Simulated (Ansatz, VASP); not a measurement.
**CdTe in VASP and in Ansatz**

INCAR

```
SYSTEM = CdTe
PREC     = Accurate       ! precision mode
ENCUT    = 500            ! plane-wave cutoff, eV
EDIFF    = 1E-7           ! SCF threshold, eV
ISMEAR   = 0              ! smearing method
SIGMA    = 0.02           ! smearing width, eV
LREAL    = .False.        ! projectors in reciprocal space
LASPH    = .True.         ! aspherical terms in the spheres
NELM     = 120            ! most SCF steps
ALGO     = Normal         ! electronic algorithm
ISIF     = 3              ! what is computed and relaxed
LWAVE    = .False.        ! write WAVECAR
LCHARG   = .False.        ! write CHGCAR
IBRION   = 2              ! ionic algorithm
NSW      = 100            ! ionic steps
EDIFFG   = -0.002         ! ionic threshold
GGA_COMPAT= .False.      
NELMIN   = 4
```

File KPOINTS:

```
regular mesh
0
Gamma
  10 10 10
  0 0 0
```

The input POSCAR:

```
CdTe
1.0
    0.0000000000      3.2821135600      3.2821135600
    3.2821135600      0.0000000000      3.2821135600
    3.2821135600      3.2821135600      0.0000000000
Cd Te
1 1
Direct
    0.0000000000      0.0000000000      0.0000000000
    0.2500000000      0.2500000000      0.2500000000
```

Input for Ansatz:

```yaml
crystal:
  lattice:
    - [0.0, 3.28211356, 3.28211356]
    - [3.28211356, 0.0, 3.28211356]
    - [3.28211356, 3.28211356, 0.0]
  atoms:
    - { symbol: Cd, position: [0.0, 0.0, 0.0] }
    - { symbol: Te, position: [0.25, 0.25, 0.25] }
basis:
  ecutwfc: 420
kpoints:
  mp_grid: { grid: [10, 10, 10] }
hamiltonian:
  xc: lda
  pseudopotentials: { kind: paw }
scf:
  occupations: { method: gaussian, width: 0.02 }
output:
  forces: true
  stress: true
  eigenvalues: true
relax:
  adjacent_minimum: "off"
  f_tol: 0.002
  max_steps: 80
  cell: { stress_tol: 0.02 }
```

Alike in both runs: task relaxation of cell and atoms; functional LDA; k mesh 10 × 10 × 10; occupations gaussian, width 0.02 eV; no spin polarisation.

|  | VASP | Ansatz |
| --- | --- | --- |
| version | VASP 6.6.1 | Ansatz 0.2.0 |
| potentials or method | VASP PAW LDA potentials, release 64 (Cd, Te), cutoff 500 eV | scalar-relativistic, plane waves, PAW |
| valence electrons in the cell | 18 | 36 |

VASP gave:

* gap on the k mesh at the Fermi level, each at its own relaxed structure (eV): 0.64
* relaxed volume (Å³/atom): 33.09
* relaxed cell length with the largest relative difference (Å): 4.540

Problem. Which values does Ansatz return?

Solution. gap on the k mesh at the Fermi level, each at its own relaxed structure (eV): 0.61; relaxed volume (Å³/atom): 32.91; relaxed cell length with the largest relative difference (Å): 4.532.

LDA's correlation is that of Perdew and Zunger in VASP and of Perdew and Wang (1992) in Ansatz. VASP's potentials hold 18 valence electrons a cell and Ansatz's 36, so a difference there can come from the potentials and not from the codes.

Neither program's run includes spin-orbit coupling.
